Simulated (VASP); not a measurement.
Crystal: Ti2NbC3.

```
CELL_PARAMETERS angstrom
4.54455 0.00000 0.00000
-2.27227 3.93570 0.00000
0.00000 0.00000 5.55406
ATOMIC_POSITIONS crystal
Ti 0.33333 0.66667 0.00000
Ti 0.66667 0.33333 0.00000
Nb 0.00000 0.00000 0.50000
C 0.50000 0.00000 0.50000
C 0.00000 0.50000 0.50000
C 0.50000 0.50000 0.50000
```

The cell was built from a structure type or drawn by symmetry, and may not be a known phase.

| Property | Result |
| --- | --- |
| Program | VASP 6.6.1 |
| Task | relaxation of cell and atoms |
| Functional | PBE |
| Potentials or basis | VASP PAW PBE potentials, release 64 (Ti_sv, Nb_sv, C) |
| Cutoff | 600 eV |
| k mesh | 6 × 6 × 4 |
| Occupations | gaussian, width 0.1 eV |
| Spin | no spin polarisation |

At the start: pressure -22.6 GPa; volume 16.56 Å³/atom.

Problem. How do energy, volume and symmetry change on relaxing?

Solution. Over 14 steps the energy falls by 1848.2 meV/atom and the volume is 10.77 Å³/atom (-35.0 %); space group P6/mmm (No. 191, to 0.1 Å) before and after.

The path:
| step | energy change (eV) | largest force (eV/Å) | pressure (GPa) | volume (Å³) |
| --- | --- | --- | --- | --- |
| 1 | 0.0000 | 0.0000 | -22.61 | 99.34 |
| 2 | -4.9603 | 0.0000 | 3.64 | 69.00 |
| 3 | -5.4493 | 0.0000 | 19.46 | 63.25 |
| 4 | -7.5221 | 0.0000 | 33.74 | 57.98 |
| 5 | -8.0823 | 0.0000 | 51.23 | 54.83 |
| 6 | -9.9218 | 0.0000 | 20.61 | 59.30 |
| 7 | -10.7291 | 0.0000 | -0.96 | 64.09 |
| 8 | -10.8379 | 0.0000 | -7.76 | 66.14 |
| 9 | -10.8499 | 0.0000 | -10.24 | 67.00 |
| 10 | -11.0201 | 0.0000 | -6.21 | 65.94 |
| 11 | -11.0866 | 0.0000 | -1.72 | 64.94 |
| 12 | -11.0881 | 0.0000 | -0.91 | 64.76 |
| 13 | -11.0880 | 0.0000 | -1.10 | 64.80 |
| 14 | -11.0891 | 0.0000 | -0.49 | 64.61 |

Final structure:
```
Ti Nb C
1.0
     4.79458    0.00000    0.00000
    -2.39729    4.15223    0.00000
     0.00000    0.00000    3.24520
Ti Nb C
2 1 3
Direct
  0.33333 0.66667 0.00000
  0.66667 0.33333 0.00000
  0.00000 0.00000 0.50000
  0.50000 0.00000 0.50000
  0.00000 0.50000 0.50000
  0.50000 0.50000 0.50000
```

Caveat: the volume moved by over 15 % at a fixed basis, so the end points are rough.
